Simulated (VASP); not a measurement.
Set up this calculation in VASP 6.6.1, as the native input.

* Task: single point
* Functional: revPBE
* Potentials or basis: VASP PAW PBE potentials, release 64 (Al)
* Cutoff: 520 eV
* k mesh: 9 × 9 × 12
* Occupations: fermi-dirac, width 0.1 eV
* Spin: no spin polarisation
* Dipole correction: no
* Further INCAR settings: ALGO = Normal; EDIFF = 1e-06; NBANDS = 12

The structure of Al lies in POSCAR:

```
Al
1.0
    4.7246919576      0.0000000000      0.0000000000
   -2.3623459788      4.0917032604      0.0000000000
    0.0000000000      0.0000000000      2.9243489033
Al
3
Direct
    0.0000000000      0.0000000000      0.0000000000
    0.3333333333      0.6666666667      0.5000000000
    0.6666666667      0.3333333333      0.5000000000
```

This isn't the form of Al at room conditions, which is fcc.

These files were run (other wordings do the same):

INCAR

```
ALGO     = Normal         # electronic algorithm
EDIFF    = 1E-6           # SCF threshold, eV
ENCUT    = 520            # plane-wave cutoff, eV
GGA      = RE             # functional
ISIF     = 2              # what is computed and relaxed
ISMEAR   = -1             # smearing method
LASPH    = T              # aspherical terms in the spheres
LCHARG   = F              # write CHGCAR
LREAL    = F              # projectors in reciprocal space
LWAVE    = F              # write WAVECAR
NBANDS   = 12             # bands
NELM     = 60             # most SCF steps
PREC     = Accurate       # precision mode
SIGMA    = 0.1            # smearing width, eV
```

KPOINTS

```
k-points
0
Gamma
  9 9 12
```

Potentials or basis: VASP PAW PBE potentials, release 64 (Al).

Run with:

```console
$ cat potpaw_PBE.64/Al/POTCAR > POTCAR
$ mpirun -np 1 vasp_std > vasp.out
```

Results of the run:

```json
{"Pressure": "-4.3 GPa", "Band gap on the k mesh": "zero (an odd number of electrons rules out a gap without spin polarisation)"}
```

Caveat: the cell stands under tension; the PAW data sets were made with another functional, which shifts forces and pressure a little.

Run time: 47 s on 1 thread of Intel Xeon 8259CL, on a shared host, peak memory 0.19 GiB.
